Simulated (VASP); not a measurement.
Set up this calculation in VASP 6.6.1, as the native input.

- Task: single point
- Functional: PBEsol
- Potentials or basis: VASP PAW PBE potentials, release 64 (Al)
- Cutoff: 520 eV
- k mesh: 20 × 20 × 20
- Occupations: fermi-dirac, width 0.15 eV
- Spin: no spin polarisation
- Dipole correction: no
- Further INCAR settings: ALGO = Normal; EDIFF = 1e-06; NBANDS = 8

The structure of Al lies in POSCAR:

```
Al
1.0
    0.0000000000      1.9947529219      1.9947529219
    1.9947529219      0.0000000000      1.9947529219
    1.9947529219      1.9947529219      0.0000000000
Al
1
Direct
    0.0000000000      0.0000000000      0.0000000000
```

One way to write it, as run:

INCAR

```
SYSTEM = Al
PREC = Accurate ; ENCUT = 520
EDIFF = 1E-6 ; ISMEAR = -1
SIGMA = 0.15 ; LREAL = .False.
LASPH = .True. ; NELM = 80
ALGO = Normal ; ISIF = 2
LWAVE = .False. ; LCHARG = .False.
GGA = PS ; NBANDS = 8
```

KPOINTS

```
Automatic mesh
0
Gamma
  20 20 20
  0 0 0
```

Potentials or basis: VASP PAW PBE potentials, release 64 (Al).

The run is started by

```sh
$ cat potpaw_PBE.64/Al/POTCAR > POTCAR
$ mpirun -np 1 vasp_std > vasp.out
```

It gave:

```json
{"Pressure": "1.8 GPa", "Band gap on the k mesh": "zero (an odd number of electrons rules out a gap without spin polarisation)"}
```

Caveat: the PAW data sets were made with another functional, which shifts forces and pressure a little.

Wall time 15 s on 1 thread of AMD EPYC 9R45 96-Core Processor (Zen 5), with other jobs on the host, peak memory 0.12 GiB.
